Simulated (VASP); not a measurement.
# PbF2 (Aea2) in VASP: notebook, part 2 of 3

VASP 6.6.1. Earlier steps stand in the parts before.

### 3 Single point, PBEsol

This run uses another cell than the first one, of 17.70 Å³/atom, 1.026 times its volume.

INCAR

```
SYSTEM = PbF2
  ALGO = Normal
  EDIFF = 1E-7
  ENCUT = 520
  GGA = PS
  ISIF = 2
  ISMEAR = 0
  LASPH = .TRUE.
  LCHARG = .FALSE.
  LREAL = .FALSE.
  LWAVE = .FALSE.
  NBANDS = 37
  NELM = 100
  PREC = Accurate
  SIGMA = 0.01
```

KPOINTS

```
k-points
0
G
  4 6 6
  0 0 0
```

POSCAR

```
PbF2
1.0
    5.9734312872      0.0000000000      0.0000000000
    0.0000000000      2.9768214963      2.9859788876
    0.0000000000     -2.9768214963      2.9859788876
Pb F
2 4
Direct
    0.5000000000      0.9774790000      0.9774790000
    0.0000000000      0.4774790000      0.4774790000
    0.7647730000      0.9736080000      0.4586660000
    0.2352270000      0.4586660000      0.9736080000
    0.7352270000      0.4736080000      0.9586660000
    0.2647730000      0.9586660000      0.4736080000
```

Potentials or basis: VASP PAW PBE potentials, release 64 (Pb_d, F).

Started as:

```
cat potpaw_PBE.64/Pb_d/POTCAR potpaw_PBE.64/F/POTCAR > POTCAR
mpirun -np 1 vasp_std > vasp.out
```

OUTCAR:

```text
SYSTEM = PbF2
   EDIFF = 1E-7
   ENCUT = 520
   GGA = PS
   ISIF = 2
   ISMEAR = 0
   LASPH = .TRUE.
   LREAL = .FALSE.
   NELM = 100
   PREC = Accurate

 ion  position               nearest neighbor table
   1  0.500  0.977  0.977-   5 2.52   6 2.52   6 2.55   5 2.55   3 2.57   4 2.57   4 2.70   3 2.70

   2  0.000  0.477  0.477-   3 2.52   4 2.52   4 2.55   3 2.55   5 2.57   6 2.57   5 2.70   6 2.70

   3  0.765  0.974  0.459-   2 2.52   2 2.55   1 2.57   1 2.70
   4  0.235  0.459  0.974-   2 2.52   2 2.55   1 2.57   1 2.70
   5  0.735  0.474  0.959-   1 2.52   1 2.55   2 2.57   2 2.70
   6  0.265  0.959  0.474-   1 2.52   1 2.55   2 2.57   2 2.70

  LATTYP: Found a base centered orthorhombic cell.
 ALAT       =     5.9536429926
 B/A-ratio  =     1.0030762312
 C/A-ratio  =     1.0033237288

  Lattice vectors:

 A1 = (   0.0000000000,   2.9768214963,  -2.9859788876)
 A2 = (   0.0000000000,   2.9768214963,   2.9859788876)
 A3 = (   5.9734312872,   0.0000000000,   0.0000000000)

Analysis of symmetry for initial positions (statically):
=====================================================================
 Subroutine PRICEL returns:
 Original cell was already a primitive cell.

 Routine SETGRP: Setting up the symmetry group for a
 base centered orthorhombic supercell.

 Subroutine GETGRP returns: Found  4 space group operations
 (whereof  2 operations were pure point group operations)
 out of a pool of  8 trial point group operations.

The static configuration has the point symmetry C_2 .
 The point group associated with its full space group is C_2v.

Analysis of symmetry for dynamics (positions and initial velocities):
=====================================================================
 Subroutine PRICEL returns:
 Original cell was already a primitive cell.

 Routine SETGRP: Setting up the symmetry group for a
 base centered orthorhombic supercell.

 Subroutine GETGRP returns: Found  4 space group operations
 (whereof  2 operations were pure point group operations)
 out of a pool of  8 trial point group operations.

The dynamic configuration has the point symmetry C_2 .
 The point group associated with its full space group is C_2v.

 Subroutine INISYM returns: Found  4 space group operations
 (whereof  2 operations are pure point group operations),
 and found     1 'primitive' translations

----------------------------------------------------------------------------------------

                                     Primitive cell

  volume of cell :     106.1924

  direct lattice vectors                    reciprocal lattice vectors
     5.973431287  0.000000000  0.000000000     0.167407969  0.000000000  0.000000000
     0.000000000  2.976821496  2.985978888     0.000000000  0.167964388  0.167449275
     0.000000000 -2.976821496  2.985978888     0.000000000 -0.167964388  0.167449275

  length of vectors
     5.973431287  4.216341559  4.216341559     0.167407969  0.237173555  0.237173555

  position of ions in fractional coordinates (direct lattice)
     0.500000000  0.977479000  0.977479000
     0.000000000  0.477479000  0.477479000
     0.764773000  0.973608000  0.458666000
[... 38 lines left out ...]

 Following reciprocal coordinates:
            Coordinates               Weight
  0.000000  0.000000  0.000000      1.000000
  0.250000  0.000000  0.000000      2.000000
  0.500000  0.000000  0.000000      1.000000
  0.000000  0.166667  0.000000      4.000000
  0.250000  0.166667  0.000000      8.000000
  0.500000  0.166667  0.000000      4.000000
[... 16 lines left out ...]
  0.250000 -0.333333  0.166667      8.000000
  0.500000 -0.333333  0.166667      4.000000
 [... further k-points ...]
   k-points           NKPTS =     39   k-points in BZ     NKDIM =     39   number of bands    NBANDS=     37
   number of dos      NEDOS =    301   number of ions     NIONS =      6
   total plane-waves  NPLWV =  49152
   dimension x,y,z NGX =    48 NGY =   32 NGZ =   32
   dimension x,y,z NGXF=    96 NGYF=   64 NGZF=   64
   ions per type =               2   4
   NGX,Y,Z   is equivalent  to a cutoff of  13.36, 12.62, 12.62 a.u.
   NGXF,Y,Z  is equivalent  to a cutoff of  26.72, 25.23, 25.23 a.u.
 SYSTEM =  PbF2
   PREC   = accura    normal or accurate (medium, high low for compatibility)
   ISTART =      0    job   : 0-new  1-cont  2-samecut
   ICHARG =      2    charge: 1-file 2-atom 10-const
   ISPIN  =      1    spin polarized calculation?
   LNONCOLLINEAR =      F non collinear calculations
   LSORBIT =      F    spin-orbit coupling
   LASPH  =      T    aspherical Exc in radial PAW
   ENCUT  =  520.0 eV  38.22 Ry    6.18 a.u.  11.11  7.84  7.84*2*pi/ulx,y,z
   NELM   =    100;   NELMIN=  2; NELMDL= -5     # of ELM steps
   EDIFF  = 0.1E-06   stopping-criterion for ELM
   LREAL  =      F    real-space projection
   EDIFFG = 0.1E-05   stopping-criterion for IOM
   NSW    =      0    number of steps for IOM
   IBRION =     -1    ionic relax: 0-MD 1-quasi-New 2-CG
   NFREE  =      0    steps in history (QN), initial steepest desc. (CG)
   ISIF   =      2    stress and relaxation
   ISYM   =      2    0-nonsym 1-usesym 2-fastsym
   POTIM  = 0.5000    time-step for ionic-motion
   TEBEG  =    0.0;   TEEND  =   0.0 temperature during run
   PSTRESS=    0.0 pullay stress
   NELECT =      56.0000    total number of electrons
   NUPDOWN=      -1.0000    fix difference up-down
   EMIN   =  10.00;   EMAX   =-10.00  energy-range for DOS
   EFERMI =   0.00;   METHOD = LEGACY
   ISMEAR =     0;   SIGMA  =   0.01  broadening in eV -4-tet -1-fermi 0-gaus
   EFERMI_NEDOS =   21; number of points for ismear=-14 and -15
   IALGO  =     38    algorithm
   IMIX   =      4    mixing-type and parameters
     AMIX     =   0.40;   BMIX     =  1.00
     AMIX_MAG =   1.60;   BMIX_MAG =  1.00
  volume/ion in A,a.u.               =      17.70       119.44
  Fermi-wavevector in a.u.,A,eV,Ry     =   1.322634  2.499416 23.801500  1.749361
  Thomas-Fermi vector in A             =   2.452301
   LORBIT       =      0    0 simple, 1 ext, 2 COOP (PROOUT), +10 PAW based schemes
   GGA     = PS    functional components
   LHFCALC =     F    Hartree Fock is set to
   AEXX    =    0.0000 exact exchange contribution
   IVDW    =     0    specifies the selected vdW correction
   LEPSILON=     F    determine dielectric tensor
   LRPA    =     F    only Hartree local field effects (RPA)
 non-spin polarized calculation
 Gauss-broadening in eV      SIGMA  =   0.01
  energy-cutoff  :      520.00
  volume of cell :      106.19
 maximum number of plane-waves:      2896
 NGX is ok and might be reduce to    48
   NGX = 23   NGY = 15   NGZ = 15

 number of electron      56.0000013 magnetization

 Free energy of the ion-electron system (eV)
  ---------------------------------------------------
  ext. energy  EPLUGINS =         0.00000000
  ---------------------------------------------------
  free energy    TOTEN  =       -29.83064084 eV

  energy without entropy =      -29.83064084  energy(sigma->0) =      -29.83064084

 E-fermi :   1.6187     XC(G=0):  -9.5566

 val. band max:        1.5341422391   @ k =   0.5000   0.5000   0.5000
 cond. band min:       5.8171933936   @ k =   0.0000   0.0000   0.0000
 fundamental gap:      4.2830511544
 Fermi energy:         1.6187295302

 k-point     1 :       0.0000    0.0000    0.0000
  band No.  band energies     occupation
      1     -19.3348      2.00000
      2     -19.0642      2.00000
      3     -18.9600      2.00000
      4     -18.7381      2.00000
      5     -12.8374      2.00000
      6     -12.8359      2.00000
[... 949 lines left out ...]
     36      13.1995      0.00000
     37      15.0737      0.00000

 [... further k-points ...]

------------------------ aborting loop because EDIFF is reached ----------------------------------------

  FORCE on cell =-STRESS in cart. coord.  units (eV):
  Direction    XX          YY          ZZ          XY          YZ          ZX
  --------------------------------------------------------------------------------------
  -------------------------------------------------------------------------------------
  Total       -1.5702276     -1.4875678     -1.5557176      0.0000000      0.0000000      0.0000000
  in kB      -23.6908045    -22.4436737    -23.4718841      0.0000000      0.0000000      0.0000000
  external PRESSURE =     -23.2021208 kB  Pullay stress =       0.0000000 kB

 VOLUME and BASIS-vectors are now :
 -----------------------------------------------------------------------------
  energy-cutoff  :      520.00
  volume of cell :      106.19
      direct lattice vectors                 reciprocal lattice vectors
     5.973431287  0.000000000  0.000000000     0.167407969  0.000000000  0.000000000
     0.000000000  2.976821496  2.985978888     0.000000000  0.167964388  0.167449275
     0.000000000 -2.976821496  2.985978888     0.000000000 -0.167964388  0.167449275

 POSITION                                       TOTAL-FORCE (eV/Angst)
 -----------------------------------------------------------------------------------
      2.98672      0.00000      5.83746        -0.000000      0.000000     -0.042375
      0.00000      0.00000      2.85148        -0.000000      0.000000     -0.042375
      4.56832      1.53289      4.27674        -0.051284     -0.040886      0.021187
      1.40511     -1.53289      4.27674         0.051284      0.040886      0.021187
      4.39183     -1.44393      4.27674         0.051284     -0.040886      0.021187
      1.58160      1.44393      4.27674        -0.051284      0.040886      0.021187
 -----------------------------------------------------------------------------------
    total drift:                                0.000000     -0.000001      0.002417

  FREE ENERGIE OF THE ION-ELECTRON SYSTEM (eV)
  ---------------------------------------------------
  free  energy   TOTEN  =       -29.8306408429 eV

  energy  without entropy=      -29.8306408429  energy(sigma->0) =      -29.83064084
```

OSZICAR:

```text
N       E                     dE             d eps       ncg     rms          rms(c)
DAV:   1     0.747669259729E+03    0.74767E+03   -0.28488E+04  2886   0.176E+03
DAV:   2     0.768495758176E+02   -0.67082E+03   -0.63510E+03  3079   0.495E+02
DAV:   3    -0.280896980727E+02   -0.10494E+03   -0.10216E+03  3444   0.215E+02
DAV:   4    -0.330020517747E+02   -0.49124E+01   -0.48981E+01  3324   0.500E+01
DAV:   5    -0.331625548711E+02   -0.16050E+00   -0.16049E+00  3706   0.918E+00    0.101E+01
DAV:   6    -0.298804284411E+02    0.32821E+01   -0.11208E+01  4326   0.244E+01    0.377E+00
DAV:   7    -0.298537914057E+02    0.26637E-01   -0.88055E-01  2983   0.461E+00    0.221E+00
DAV:   8    -0.298331650947E+02    0.20626E-01   -0.21739E-01  3066   0.380E+00    0.707E-01
DAV:   9    -0.298277361022E+02    0.54290E-02   -0.33716E-02  3919   0.120E+00    0.140E-01
DAV:  10    -0.298305385492E+02   -0.28024E-02   -0.33909E-03  3233   0.529E-01    0.380E-02
DAV:  11    -0.298305917575E+02   -0.53208E-04   -0.19245E-04  3624   0.112E-01    0.228E-02
DAV:  12    -0.298306436907E+02   -0.51933E-04   -0.18589E-04  3751   0.106E-01    0.196E-02
DAV:  13    -0.298306404856E+02    0.32051E-05   -0.38978E-05  3948   0.591E-02    0.386E-03
DAV:  14    -0.298306407669E+02   -0.28130E-06   -0.33483E-06  3232   0.107E-02    0.763E-04
DAV:  15    -0.298306408429E+02   -0.75973E-07   -0.10564E-07  2793   0.213E-03
   1 F= -.29830641E+02 E0= -.29830641E+02  d E =-.661119E-35
```

stdout:

```text
POSCAR found type information on POSCAR PbF
 POSCAR found :  2 types and       6 ions
 scaLAPACK will be used
 -----------------------------------------------------------------------------
|                                                                             |
|                                                                             |
|     You enforced a specific xc type in the INCAR file but a different       |
|     I HOPE YOU KNOW WHAT YOU ARE DOING!                                     |
|                                                                             |
 -----------------------------------------------------------------------------

 LDA part: xc-table for (Slater+PW92), standard interpolation
 POSCAR, INCAR and KPOINTS ok, starting setup
 FFT: planning ... GRIDC
 FFT: planning ... GRID_SOFT
 FFT: planning ... GRID
 WAVECAR not read
 entering main loop
```

Wall time 49 s (1 thread of Intel Xeon 6975P-C (Granite Rapids), shared host); peak memory 0.28 GiB.

Results:

```
Free energy            : -29.8306 eV
Pressure               : -2.3 GPa
Largest force          : 0.069 eV/Å
Band gap on the k mesh : 4.28 eV
```

Forces on the atoms (eV/Å):
```
Pb   0.000  0.000 -0.042
Pb   0.000  0.000 -0.042
F   -0.051 -0.041  0.021
F    0.051  0.041  0.021
F    0.051 -0.041  0.021
F   -0.051  0.041  0.021
```

Caveat: the PAW data sets were made with another functional, which shifts forces and pressure a little; spin-orbit coupling is left out, which moves the levels of the heavy elements. PBEsol gaps usually lie below the measured ones, often by a third to a half.

### 4 Single point, PBEsol

This run uses another cell than the first one, of 18.61 Å³/atom, 1.079 times its volume.

INCAR

```
PREC = Accurate
ENCUT = 520
EDIFF = 1E-6
ISMEAR = 0
SIGMA = 0.01
LREAL = F
LASPH = T
NELM = 60
ALGO = Normal
ISIF = 2
LWAVE = F
LCHARG = F
GGA = PS
NBANDS = 37
```

KPOINTS

```
regular mesh
0
Gamma
  4 6 6
```

Edit POSCAR of step 3 so:

```diff
@@ -2,5 +2,5 @@
 1.0
-    5.9734312872      0.0000000000      0.0000000000
-    0.0000000000      2.9768214963      2.9859788876
-    0.0000000000     -2.9768214963      2.9859788876
+    6.0738438446      0.0000000000      0.0000000000
+    0.0000000000      3.0268614557      3.0361727815
+    0.0000000000     -3.0268614557      3.0361727815
 Pb F
```

Started as:

```
cat potpaw_PBE.64/Pb_d/POTCAR potpaw_PBE.64/F/POTCAR > POTCAR
mpirun -np 1 vasp_std > vasp.out
```

Run time: 47 s. Hardware: 1 thread of Intel Xeon 6975P-C (Granite Rapids), shared host; peak memory 0.28 GiB.

It converged, with:

| Item | Value |
| --- | --- |
| Free energy | -29.7107 eV |
| Pressure | -5.2 GPa |
| Largest force | 0.034 eV/Å |
| Band gap on the k mesh | 4.28 eV |

Forces on the atoms (eV/Å):
```
Pb   0.000  0.000 -0.006
Pb   0.000  0.000 -0.006
F   -0.019 -0.027  0.003
F    0.019  0.027  0.003
F    0.019 -0.027  0.003
F   -0.019  0.027  0.003
```

Stress tensor (GPa, compression positive):
```
-5.24  0.00  0.00
 0.00 -5.14  0.00
 0.00  0.00 -5.24
```

Levels at points of the mesh, in eV from the valence-band top:
```tsv
k point	band 24	band 25	band 26	band 27	band 28	band 29	band 30	band 31	band 32	band 33
(0.00, 0.00, 0.00)	-1.59	-1.27	-1.24	-1.18	-0.16	4.28	6.54	6.61	6.61	7.55
(0.50, 0.00, 0.00)	-1.46	-1.33	-1.33	-0.84	-0.84	4.95	4.95	7.12	7.12	7.13
(0.00, 0.50, 0.00)	-1.69	-1.31	-1.31	-0.20	-0.20	5.34	5.34	6.49	6.49	7.34
(0.50, 0.50, 0.00)	-1.77	-1.76	-1.76	-0.01	-0.01	4.91	4.91	7.26	7.26	7.42
(0.00, 0.50, 0.50)	-1.23	-1.23	-1.21	-0.14	-0.12	4.29	4.29	7.43	7.52	7.53
(0.50, 0.50, 0.50)	-1.28	-1.18	-1.18	0.00	0.00	5.82	5.82	5.83	5.83	7.23
```

Caveat: the PAW data sets were made with another functional, which shifts forces and pressure a little; spin-orbit coupling is left out, which moves the levels of the heavy elements.

(Part 2 of 3 ends here.)
